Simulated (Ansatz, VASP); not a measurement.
# Two plane-wave programs on Be3Bi2

Contents of INCAR:

```
SYSTEM = Be3Bi2
PREC = Accurate
ENCUT = 600
EDIFF = 1E-7
ISMEAR = 0
SIGMA = 0.1
LREAL = .FALSE.
LASPH = .TRUE.
NELM = 80
ALGO = Fast
ISIF = 3
LWAVE = .FALSE.
LCHARG = .FALSE.
GGA = PE
IBRION = 2
NSW = 100
EDIFFG = -0.01
```

File KPOINTS:

```
regular mesh
0
G
  12 12 6
  0 0 0
```

POSCAR

```
Be3Bi2
1.0
    3.9791351405      0.0000000000      0.0000000000
   -1.9895675702      3.4460321168      0.0000000000
    0.0000000000      0.0000000000      6.9825428151
Be Bi
3 2
Direct
    0.0000000000      0.0000000000      0.0000000000
    0.3333333333      0.6666666667      0.4270313778
    0.6666666667      0.3333333333      0.5729686222
    0.3333333333      0.6666666667      0.7802453405
    0.6666666667      0.3333333333      0.2197546595
```

Input for Ansatz:

```yaml
crystal:
  lattice:
    - [3.9791351405, 0.0, 0.0]
    - [-1.9895675702, 3.4460321168, 0.0]
    - [0.0, 0.0, 6.9825428151]
  atoms:
    - { symbol: Be, position: [0.0, 0.0, 0.0] }
    - { symbol: Be, position: [0.3333333333, 0.6666666667, 0.4270313778] }
    - { symbol: Be, position: [0.6666666667, 0.3333333333, 0.5729686222] }
    - { symbol: Bi, position: [0.3333333333, 0.6666666667, 0.7802453405] }
    - { symbol: Bi, position: [0.6666666667, 0.3333333333, 0.2197546595] }
basis:
  ecutwfc: 420
kpoints:
  mp_grid: { grid: [12, 12, 6] }
hamiltonian:
  xc: pbe
scf:
  occupations: { method: gaussian, width: 0.1 }
output:
  forces: true
  stress: true
  eigenvalues: true
relax:
  adjacent_minimum: "off"
  f_tol: 0.01
  max_steps: 80
  cell: { stress_tol: 0.05 }
```

Change from the starting cell: species swapped into the Mg3Sb2 type (P-3m1, No. 164).

Alike in both runs: task relaxation of cell and atoms; functional PBE; k mesh 12 × 12 × 6; occupations gaussian, width 0.1 eV; no spin polarisation.

```csv
,VASP,Ansatz
version,VASP 6.6.1,Ansatz 0.2.0
potentials or method,"VASP PAW PBE potentials, release 64 (Be, Bi_d), cutoff 600 eV","scalar-relativistic, plane waves, PAW"
valence electrons in the cell,36,36
```

Ansatz gave:

```
gap on the k mesh at the Fermi level, each at its own relaxed structure (eV)  : none
relaxed volume (Å³/atom)                                                      : 19.17
relaxed length of the cell vector where the two differ most in proportion (Å) : 6.980
```

Q: Estimate VASP's values.

A: gap on the k mesh at the Fermi level, each at its own relaxed structure (eV): none; relaxed volume (Å³/atom): 19.17; relaxed length of the cell vector where the two differ most in proportion (Å): 6.984.

A gap of «none» marks a metal or a gap that the smearing closes.

Spin-orbit coupling is off throughout.
